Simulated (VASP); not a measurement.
# In (I4/mmm) in VASP: settings compared, part 2 of 3

VASP 6.6.1. The steps go on from the part before.

## (3) Relaxation of cell and atoms, BLYP+D4

INCAR

```
SYSTEM = In
AGGAC = 1.0
AGGAX = 1.0
ALDAC = 0.0
ALDAX = 1.0
ALGO = Fast
EDIFF = 1E-6
EDIFFG = -0.01
ENCUT = 600
GGA = B5
IBRION = 2
ISIF = 3
ISMEAR = -1
IVDW = 13
LASPH = .True.
LCHARG = .False.
LREAL = .False.
LWAVE = .False.
NELM = 60
NSW = 60
PREC = Accurate
SIGMA = 0.05
VDW_A1 = 0.44488865
VDW_A2 = 4.0933009
VDW_S6 = 1.0
VDW_S8 = 2.34076671
```

KPOINTS

```
k-points
0
Gamma
  11 11 11
  0 0 0
```

POSCAR

```
In
1.0
   -1.6254700000      1.6254700000      2.4737000000
    1.6254700000     -1.6254700000      2.4737000000
    1.6254700000      1.6254700000     -2.4737000000
In
1
Direct
    0.0000000000      0.0000000000      0.0000000000
```

Potentials or basis: VASP PAW PBE potentials, release 64 (In_d).

Started as:

```
$ cat potpaw_PBE.64/In_d/POTCAR > POTCAR
$ mpirun -np 1 vasp_std > vasp.out
```

It took 1.9 min on 1 thread of Intel Xeon 6975P-C (Granite Rapids), shared host; peak memory 0.19 GiB.

The run converged. Its results:

```yaml
Free_energy: -2.4544 eV
Relaxed_volume: 27.79 Å³/atom
Relaxed_cell: a = 3.475 Å, b = 3.475 Å, c = 3.475 Å, α = 123.77°, β = 123.77°, γ = 83.59°
Space_group_after_relaxing_to_0.05_Å: I4/mmm (No. 139)
Energy_gained_by_relaxing: 12.3 meV/atom
Ionic_steps: 7
Pressure_after_relaxing: 0.0 GPa
Dispersion_energy_per_atom: -0.621 eV
```

The path:
```csv
step,energy change (eV),largest force (eV/Å),pressure (GPa),volume (Å³)
1,0.0000,0.0000,2.26,26.14
2,-0.0106,0.0000,0.07,27.57
3,-0.0107,0.0000,0.11,27.61
4,-0.0110,0.0000,0.15,27.64
5,-0.0118,0.0000,0.08,27.71
6,-0.0123,0.0000,-0.11,27.83
7,-0.0123,0.0000,0.01,27.79
```

Final structure:
```
In
1.0
    -1.63763    1.63763    2.59059
     1.63763   -1.63763    2.59059
     1.63763    1.63763   -2.59059
In
1
Cartesian
  0.0000 0.0000 0.0000
```

Levels at points of the mesh, in eV from the Fermi level:
```csv
k point,band 2,band 3,band 4,band 5,band 6,band 7,band 8,band 9,band 10
"(0.00, 0.00, 0.00)",-14.56,-14.56,-14.54,-14.40,-9.11,9.82,9.82,9.92,11.88
```

Caveat: the PAW data sets were made with another functional, which shifts forces and pressure a little; spin-orbit coupling is left out, which moves the levels of the heavy elements; pairwise dispersion overbinds metals, which lowers pressure and volume. Zero-point motion and thermal expansion aren't in these numbers.

## (4) Single point, LDA

This run uses another cell than the first one, of 27.71 Å³/atom, 1.060 times its volume.

INCAR

```
SYSTEM = In
ALGO = Fast
EDIFF = 1E-6
ENCUT = 520
GGA = CA
ISIF = 2
ISMEAR = -1
LASPH = .TRUE.
LCHARG = .TRUE.
LELF = .TRUE.
LREAL = .FALSE.
LVHAR = .TRUE.
LWAVE = .FALSE.
NBANDS = 12
NELM = 80
PREC = Accurate
SIGMA = 0.05
```

KPOINTS

```
k-points
0
G
  11 11 11
  0 0 0
```

POSCAR

```
In
1.0
   -1.6573500545      1.6573500545      2.5222162388
    1.6573500545     -1.6573500545      2.5222162388
    1.6573500545      1.6573500545     -2.5222162388
In
1
Direct
    0.0000000000      0.0000000000      0.0000000000
```

Potentials or basis: VASP PAW LDA potentials, release 64 (In_d).

Started as:

```
$ cat potpaw_LDA.64/In_d/POTCAR > POTCAR
$ mpirun -np 1 vasp_std > vasp.out
```

OUTCAR:

```text
SYSTEM = In
   EDIFF = 1E-6
   ENCUT = 520
   GGA = CA
   ISIF = 2
   ISMEAR = -1
   LASPH = .TRUE.
   LREAL = .FALSE.
   NELM = 80
   PREC = Accurate

 ion  position               nearest neighbor table
   1  0.000  0.000  0.000-

  LATTYP: Found a body centered tetragonal cell.
 ALAT       =     3.3147001090
 C/A-ratio  =     1.5218367610

  Lattice vectors:

 A1 = (  -1.6573500545,   1.6573500545,   2.5222162388)
 A2 = (   1.6573500545,  -1.6573500545,   2.5222162388)
 A3 = (   1.6573500545,   1.6573500545,  -2.5222162388)

Analysis of symmetry for initial positions (statically):
=====================================================================
 Subroutine PRICEL returns:
 Original cell was already a primitive cell.

 Routine SETGRP: Setting up the symmetry group for a
 body centered tetragonal supercell.

 Subroutine GETGRP returns: Found 16 space group operations
 (whereof 16 operations were pure point group operations)
 out of a pool of 16 trial point group operations.

The static configuration has the point symmetry D_4h.

Analysis of symmetry for dynamics (positions and initial velocities):
=====================================================================
 Subroutine PRICEL returns:
 Original cell was already a primitive cell.

 Routine SETGRP: Setting up the symmetry group for a
 body centered tetragonal supercell.

 Subroutine GETGRP returns: Found 16 space group operations
 (whereof 16 operations were pure point group operations)
 out of a pool of 16 trial point group operations.

The dynamic configuration has the point symmetry D_4h.

 Subroutine INISYM returns: Found 16 space group operations
 (whereof 16 operations are pure point group operations),
 and found     1 'primitive' translations

----------------------------------------------------------------------------------------

                                     Primitive cell

  volume of cell :      27.7122

[... 109 lines left out ...]
  Thomas-Fermi vector in A             =   2.404935
   LORBIT       =      0    0 simple, 1 ext, 2 COOP (PROOUT), +10 PAW based schemes
   GGA     = CA    functional components
   LHFCALC =     F    Hartree Fock is set to
   AEXX    =    0.0000 exact exchange contribution
   IVDW    =     0    specifies the selected vdW correction
   LEPSILON=     F    determine dielectric tensor
   LRPA    =     F    only Hartree local field effects (RPA)
 non-spin polarized calculation
 RMM-DIIS sequential band-by-band and
  energy-cutoff  :      520.00
  volume of cell :       27.71
 maximum number of plane-waves:       760
 NGX is ok and might be reduce to    28
   NGX = 13   NGY = 13   NGZ = 13

 number of electron      12.9999995 magnetization

 Free energy of the ion-electron system (eV)
  ---------------------------------------------------
  ext. energy  EPLUGINS =         0.00000000
  ---------------------------------------------------
  free energy    TOTEN  =        -3.17142418 eV

  energy without entropy =       -3.16720074  energy(sigma->0) =       -3.16931246

 E-fermi :   6.5922     XC(G=0): -10.2552

 val. band max:        6.4844223573   @ k =   0.3636   0.2727   0.1818
 cond. band min:       6.6245840076   @ k =  -0.3636  -0.4545   0.2727
 fundamental gap:      0.1401616502
 Fermi energy:         6.5921961721

 k-point     1 :       0.0000    0.0000    0.0000
  band No.  band energies     occupation
      1      -7.9764      2.00000
      2      -7.8813      2.00000
      3      -7.8813      2.00000
      4      -7.8113      2.00000
      5      -7.7222      2.00000
      6      -2.5970      2.00000
      7      16.4859      0.00000
      8      16.4859      0.00000
      9      16.6184      0.00000
     10      18.1438      0.00000
     11      20.0976      0.00000
     12      20.2594      0.00000
[... 331 lines left out ...]
 k-point    24 :      -0.1818    0.1818    0.0000
  band No.  band energies     occupation
      1      -7.9409      2.00000
      2      -7.8601      2.00000
      3      -7.8161      2.00000
      4      -7.8118      2.00000
      5      -7.7403      2.00000
      6      -1.6251      2.00000
      7      13.3650      0.00000
      8      13.6280      0.00000
      9      14.0644      0.00000
     10      15.8239      0.00000
     11      17.8780      0.00000
     12      22.5861      0.00000

 [... further k-points ...]
[... 5 lines left out ...]
  --------------------------------------------------------------------------------------
  -------------------------------------------------------------------------------------
  Total       -0.7600484     -0.7600484     -0.6985496      0.0000000      0.0000000      0.0000000
  in kB      -43.9421242    -43.9421242    -40.3865779      0.0000000      0.0000000      0.0000000
  external PRESSURE =     -42.7569421 kB  Pullay stress =       0.0000000 kB

 VOLUME and BASIS-vectors are now :
 -----------------------------------------------------------------------------
  energy-cutoff  :      520.00
  volume of cell :       27.71
      direct lattice vectors                 reciprocal lattice vectors
    -1.657350054  1.657350054  2.522216239     0.000000000  0.301686417  0.198238356
     1.657350054 -1.657350054  2.522216239     0.301686417  0.000000000  0.198238356
     1.657350054  1.657350054 -2.522216239     0.301686417  0.301686417  0.000000000

 POSITION                                       TOTAL-FORCE (eV/Angst)
 -----------------------------------------------------------------------------------
      0.00000      0.00000      0.00000        -0.000000      0.000000      0.000000
 -----------------------------------------------------------------------------------
    total drift:                               -0.000000     -0.000000     -0.000000

  FREE ENERGIE OF THE ION-ELECTRON SYSTEM (eV)
  ---------------------------------------------------
  free  energy   TOTEN  =        -3.1714241805 eV

  energy  without entropy=       -3.1672007352  energy(sigma->0) =       -3.16931246
```

OSZICAR:

```text
N       E                     dE             d eps       ncg     rms          rms(c)
DAV:   1     0.780982299150E+02    0.78098E+02   -0.61897E+03  3060   0.134E+03
DAV:   2     0.723429314702E+00   -0.77375E+02   -0.75523E+02  3196   0.288E+02
DAV:   3    -0.310786896472E+01   -0.38313E+01   -0.38216E+01  3584   0.645E+01
DAV:   4    -0.319710992542E+01   -0.89241E-01   -0.89210E-01  3896   0.100E+01
DAV:   5    -0.320120239179E+01   -0.40925E-02   -0.40923E-02  4132   0.188E+00    0.211E+00
RMM:   6    -0.317716550629E+01    0.24037E-01   -0.28744E-02  3684   0.260E+00    0.111E+00
RMM:   7    -0.317176460551E+01    0.54009E-02   -0.10685E-02  3582   0.122E+00    0.237E-01
RMM:   8    -0.317136909079E+01    0.39551E-03   -0.16423E-03  4369   0.658E-01    0.652E-02
RMM:   9    -0.317141830993E+01   -0.49219E-04   -0.56804E-04  4585   0.227E-01    0.318E-02
RMM:  10    -0.317141700593E+01    0.13040E-05   -0.15521E-04  4004   0.221E-01    0.382E-03
RMM:  11    -0.317142344516E+01   -0.64392E-05   -0.69271E-05  4962   0.805E-02    0.915E-03
RMM:  12    -0.317142386650E+01   -0.42134E-06   -0.10112E-05  3442   0.377E-02    0.267E-03
RMM:  13    -0.317142418051E+01   -0.31402E-06   -0.32603E-06  2484   0.180E-02
   1 F= -.31714242E+01 E0= -.31693125E+01  d E =-.422345E-02
```

Run time: 40 s. Hardware: 1 thread of Intel Xeon Platinum 8259CL at 2.50GHz (Skylake/Cascade Lake), shared host; peak memory 0.16 GiB.

Results:

```
Free energy : -3.1714 eV
Pressure    : -4.3 GPa
```

Stress tensor (GPa, compression positive):
```
-4.39  0.00  0.00
 0.00 -4.39  0.00
 0.00  0.00 -4.04
```

Caveat: spin-orbit coupling is left out, which moves the levels of the heavy elements.

## (5) Single point, PBE

This run uses another cell than the first one, of 27.71 Å³/atom, 1.060 times its volume.

INCAR

```
PREC = Accurate
ENCUT = 520
EDIFF = 1E-7
ISMEAR = -1
SIGMA = 0.05
LREAL = False
LASPH = True
NELM = 60
ALGO = Normal
ISIF = 2
LWAVE = False
LCHARG = False
GGA = PE
NBANDS = 12
```

KPOINTS

```
regular mesh
0
Gamma
  11 11 11
```

POSCAR is that of step 4.

Potentials or basis: VASP PAW PBE potentials, release 64 (In_d).

Started as:

```
$ cat potpaw_PBE.64/In_d/POTCAR > POTCAR
$ mpirun -np 1 vasp_std > vasp.out
```

Run time: 30 s. Hardware: 1 thread of Intel Xeon Platinum 8259CL at 2.50GHz (Skylake/Cascade Lake), shared host; peak memory 0.18 GiB.

The run converged. Its results:

```
Free energy : -2.5598 eV
Pressure    : -0.3 GPa
```

Levels at points of the mesh, in eV from the Fermi level:
```
           k point  band 4  band 5  band 6  band 7  band 8  band 9
(0.00, 0.00, 0.00)  -14.51  -14.42   -9.18   10.00   10.00   10.15
```

Caveat: spin-orbit coupling is left out, which moves the levels of the heavy elements.

[end of part 2 of 3]
